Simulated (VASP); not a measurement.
A run of VASP 6.6.1 is set up as follows.

Contents of INCAR:

```
PREC = Accurate ; ENCUT = 520
EDIFF = 1E-6 ; ISMEAR = 0
SIGMA = 0.15 ; LREAL = F
LASPH = T ; NELM = 80
ALGO = Normal ; ISIF = 2
LWAVE = F ; LCHARG = F
GGA = PS ; NBANDS = 12
```

Contents of KPOINTS:

```
Automatic mesh
0
Gamma
  28 28 28
```

Contents of POSCAR:

```
Cu
1.0
    0.0000000000      1.8707703092      1.8707703092
    1.8707703092      0.0000000000      1.8707703092
    1.8707703092      1.8707703092      0.0000000000
Cu
1
Direct
    0.0000000000      0.0000000000      0.0000000000
```

Potentials or basis: VASP PAW PBE potentials, release 64 (Cu).

The run is started by

```console
$ cat potpaw_PBE.64/Cu/POTCAR > POTCAR
$ mpirun -np 1 vasp_std > vasp.out
```

Task: What does it give for the pressure?

Result: -16.4 GPa.

Task: What does it give for the band gap on the k mesh?

Result: Zero (an odd number of electrons rules out a gap without spin polarisation).

Caveat: the cell differs from its parent crystal (strain +0.050 along x and y, +0.050 along z); the cell stands under tension; the PAW data sets were made with another functional, which shifts forces and pressure a little.
